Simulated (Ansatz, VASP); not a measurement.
**Cr: VASP beside Ansatz**

```
CELL_PARAMETERS angstrom
0.00000 2.39360 2.39360
2.39360 0.00000 2.39360
2.39360 2.39360 0.00000
ATOMIC_POSITIONS crystal
Cr 0.00000 0.00000 0.00000
Cr 0.50000 0.50000 0.50000
```

Alike in both runs: task single point; functional RPBE; k mesh 12 × 12 × 12; occupations fermi-dirac, width 0.05 eV; collinear spin.

```csv
,VASP,Ansatz
version,VASP 6.6.1,Ansatz 0.2.0
potentials or method,"VASP PAW PBE potentials, release 64 (Cr_pv), cutoff 520 eV","plane waves (420 eV) with PAW, scalar-relativistic"
valence electrons in the cell,24,28
```

|  | VASP | Ansatz | Ansatz less VASP |
| --- | --- | --- | --- |
| pressure (GPa) | 3.7 | 3.3 | -0.39 |
| net moment per atom (μB) | 0.00 | 0.00 | 0.000 |
| size of the moment on the site where the two differ most (μB) | 1.90 | 1.74 | -0.168 |

VASP's potentials were made for PBE, not for RPBE. Site moments also hang on the region over which each program counts them. With one functional, cell and mesh, what is left measures potentials, basis and numerics. VASP's potentials hold 24 valence electrons a cell and Ansatz's 28, so a difference there can come from the potentials and not from the codes.
